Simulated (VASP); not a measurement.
# TaN (I4/mmm) in VASP: single point with LDA

Aim: the single point of TaN with LDA.

All numbers are computed with VASP 6.6.1; they aren't measurements. Logs are shortened: lines on timing, memory, paths and dates and some standing lists are left out, and cuts for length are marked.

## Step 1: The cell of the first run

It takes space group I4/mmm (No. 139, tetragonal). Conventional cell: a = 3.082 Å, b = 3.082 Å, c = 4.576 Å, α = 90.00°, β = 90.00°, γ = 90.00°. Within 2.9 Å of Ta (site symmetry 4/mmm) lie 6 N at 2.18 to 2.29 Å. Within 2.9 Å of N (site symmetry 4/mmm) lie 6 Ta at 2.18 to 2.29 Å.

## Step 2: Single point, LDA (strain +0.000 along x and y, +0.050 along z)

File INCAR:

```
  ALGO = Normal
  EDIFF = 1E-6
  ENCUT = 700
  GGA_COMPAT = F
  ISIF = 2
  ISMEAR = 0
  LASPH = T
  LCHARG = F
  LREAL = F
  LWAVE = F
  NBANDS = 16
  NELM = 120
  PREC = Accurate
  SIGMA = 0.15
```

File KPOINTS:

```
k-points
0
Gamma
  18 18 18
```

File POSCAR:

```
TaN
1.0
    0.0000000000      2.1790000000      2.2879500000
    2.1790000000      0.0000000000      2.2879500000
    2.1790000000      2.1790000000      0.0000000000
Ta N
1 1
Direct
    0.5000000000      0.5000000000      0.5000000000
    0.0000000000      0.0000000000      0.0000000000
```

Potentials or basis: VASP PAW LDA potentials, release 64 (Ta_sv_GW, N).

Started as:

```
cat potpaw_LDA.64/Ta_sv_GW/POTCAR potpaw_LDA.64/N/POTCAR > POTCAR
mpirun -np 1 vasp_std > vasp.out
```

OUTCAR:

```text
EDIFF = 1E-6
   ENCUT = 700
   ISIF = 2
   ISMEAR = 0
   LASPH = T
   LREAL = F
   NELM = 120
   PREC = Accurate

 ion  position               nearest neighbor table
   1  0.500  0.500  0.500-   2 2.18   2 2.18   2 2.18   2 2.18   2 2.29   2 2.29
   2  0.000  0.000  0.000-   1 2.18   1 2.18   1 2.18   1 2.18   1 2.29   1 2.29

  LATTYP: Found a body centered tetragonal cell.
 ALAT       =     3.0815713524
 C/A-ratio  =     1.4849242405

  Lattice vectors:

 A1 = (  -2.1790000000,   0.0000000000,   2.2879500000)
 A2 = (   2.1790000000,   0.0000000000,   2.2879500000)
 A3 = (   0.0000000000,   2.1790000000,  -2.2879500000)

Analysis of symmetry for initial positions (statically):
=====================================================================
 Subroutine PRICEL returns:
 Original cell was already a primitive cell.

 Routine SETGRP: Setting up the symmetry group for a
 body centered tetragonal supercell.

 Subroutine GETGRP returns: Found 16 space group operations
 (whereof 16 operations were pure point group operations)
 out of a pool of 16 trial point group operations.

The static configuration has the point symmetry D_4h.

Analysis of symmetry for dynamics (positions and initial velocities):
=====================================================================
 Subroutine PRICEL returns:
 Original cell was already a primitive cell.

 Routine SETGRP: Setting up the symmetry group for a
 body centered tetragonal supercell.

 Subroutine GETGRP returns: Found 16 space group operations
 (whereof 16 operations were pure point group operations)
 out of a pool of 16 trial point group operations.

The dynamic configuration has the point symmetry D_4h.

 Subroutine INISYM returns: Found 16 space group operations
 (whereof 16 operations are pure point group operations),
 and found     1 'primitive' translations

----------------------------------------------------------------------------------------

                                     Primitive cell

  volume of cell :      21.7266

  direct lattice vectors                    reciprocal lattice vectors
     0.000000000  2.179000000  2.287950000    -0.229463056  0.229463056  0.218536244
     2.179000000  0.000000000  2.287950000     0.229463056 -0.229463056  0.218536244
     2.179000000  2.179000000  0.000000000     0.229463056  0.229463056 -0.218536244

[... 75 lines left out ...]
   ISTART =      0    job   : 0-new  1-cont  2-samecut
   ICHARG =      2    charge: 1-file 2-atom 10-const
   ISPIN  =      1    spin polarized calculation?
   LNONCOLLINEAR =      F non collinear calculations
   LSORBIT =      F    spin-orbit coupling
   LASPH  =      T    aspherical Exc in radial PAW
   ENCUT  =  700.0 eV  51.45 Ry    7.17 a.u.   6.82  6.82  6.65*2*pi/ulx,y,z
   NELM   =    120;   NELMIN=  2; NELMDL= -5     # of ELM steps
   EDIFF  = 0.1E-05   stopping-criterion for ELM
   LREAL  =      F    real-space projection
   EDIFFG = 0.1E-04   stopping-criterion for IOM
   NSW    =      0    number of steps for IOM
   IBRION =     -1    ionic relax: 0-MD 1-quasi-New 2-CG
   NFREE  =      0    steps in history (QN), initial steepest desc. (CG)
   ISIF   =      2    stress and relaxation
   ISYM   =      2    0-nonsym 1-usesym 2-fastsym
   POTIM  = 0.5000    time-step for ionic-motion
   TEBEG  =    0.0;   TEEND  =   0.0 temperature during run
   PSTRESS=    0.0 pullay stress
   NELECT =      18.0000    total number of electrons
   NUPDOWN=      -1.0000    fix difference up-down
   EMIN   =  10.00;   EMAX   =-10.00  energy-range for DOS
   EFERMI =   0.00;   METHOD = LEGACY
   ISMEAR =     0;   SIGMA  =   0.15  broadening in eV -4-tet -1-fermi 0-gaus
   EFERMI_NEDOS =   21; number of points for ismear=-14 and -15
   IALGO  =     38    algorithm
   IMIX   =      4    mixing-type and parameters
     AMIX     =   0.40;   BMIX     =  1.00
     AMIX_MAG =   1.60;   BMIX_MAG =  1.00
  volume/ion in A,a.u.               =      10.86        73.31
  Fermi-wavevector in a.u.,A,eV,Ry     =   1.537572  2.905589 32.165891  2.364126
  Thomas-Fermi vector in A             =   2.644062
   LORBIT       =      0    0 simple, 1 ext, 2 COOP (PROOUT), +10 PAW based schemes
   GGA     = CA    functional components
   LHFCALC =     F    Hartree Fock is set to
   AEXX    =    0.0000 exact exchange contribution
   IVDW    =     0    specifies the selected vdW correction
   LEPSILON=     F    determine dielectric tensor
   LRPA    =     F    only Hartree local field effects (RPA)
 non-spin polarized calculation
 Gauss-broadening in eV      SIGMA  =   0.15
  energy-cutoff  :      700.00
  volume of cell :       21.73
 maximum number of plane-waves:       930
   NGX = 13   NGY = 13   NGZ = 13

 number of electron      18.0000001 magnetization

 Free energy of the ion-electron system (eV)
  ---------------------------------------------------
  ext. energy  EPLUGINS =         0.00000000
  ---------------------------------------------------
  free energy    TOTEN  =       -26.56578008 eV

  energy without entropy =      -26.55597298  energy(sigma->0) =      -26.56087653

 E-fermi :  13.1383     XC(G=0): -13.9332

 val. band max:       13.1343744395   @ k =   0.1667   0.1667   0.0000
 cond. band min:      13.1383581913   @ k =  -0.3333   0.0556   0.2778
 fundamental gap:      0.0039837518
 Fermi energy:        13.1383364497

 k-point     1 :       0.0000    0.0000    0.0000
  band No.  band energies     occupation
      1     -55.9877      2.00000
      2     -22.4336      2.00000
      3     -22.4114      2.00000
      4     -22.4114      2.00000
      5      -5.2760      2.00000
      6       9.3186      2.00000
[... 433 lines left out ...]
      3     -22.5024      2.00000
      4     -22.4234      2.00000
      5      -3.9680      2.00000
      6       5.7101      2.00000
[... 8 lines left out ...]
     15      25.3347      0.00000
     16      29.5991      0.00000

 [... further k-points ...]
[... 5 lines left out ...]
  --------------------------------------------------------------------------------------
  -------------------------------------------------------------------------------------
  Total       -1.2157793     -1.2157793     -3.9519600      0.0000000      0.0000000     -0.0000000
  in kB      -89.6549614    -89.6549614   -291.4285762      0.0000000      0.0000000     -0.0000000
  external PRESSURE =    -156.9128330 kB  Pullay stress =       0.0000000 kB

 VOLUME and BASIS-vectors are now :
 -----------------------------------------------------------------------------
  energy-cutoff  :      700.00
  volume of cell :       21.73
      direct lattice vectors                 reciprocal lattice vectors
     0.000000000  2.179000000  2.287950000    -0.229463056  0.229463056  0.218536244
     2.179000000  0.000000000  2.287950000     0.229463056 -0.229463056  0.218536244
     2.179000000  2.179000000  0.000000000     0.229463056  0.229463056 -0.218536244

 POSITION                                       TOTAL-FORCE (eV/Angst)
 -----------------------------------------------------------------------------------
      2.17900      2.17900      2.28795        -0.000000     -0.000000     -0.000000
      0.00000      0.00000      0.00000         0.000000      0.000000      0.000000
 -----------------------------------------------------------------------------------
    total drift:                                0.000000      0.000000      0.000000

  FREE ENERGIE OF THE ION-ELECTRON SYSTEM (eV)
  ---------------------------------------------------
  free  energy   TOTEN  =       -26.5657800808 eV

  energy  without entropy=      -26.5559729767  energy(sigma->0) =      -26.56087653
```

Wall time 3.7 min (1 thread of AMD EPYC 7R43 (Zen 3), shared host); peak memory 0.35 GiB.

What came out:

```yaml
Free_energy: -26.5658 eV
Pressure: -15.7 GPa
Band_gap_on_the_k_mesh: zero (bands 9 and 10 overlap by 3.67 eV)
```

Stress tensor (GPa, compression positive):
```
 -8.97   0.00   0.00
  0.00  -8.97   0.00
  0.00   0.00 -29.14
```

Caveat: the cell differs from its parent crystal (strain +0.000 along x and y, +0.050 along z); the stress differs along the axes, from -29 to -9 GPa; spin-orbit coupling is left out, which moves the levels of the heavy elements.
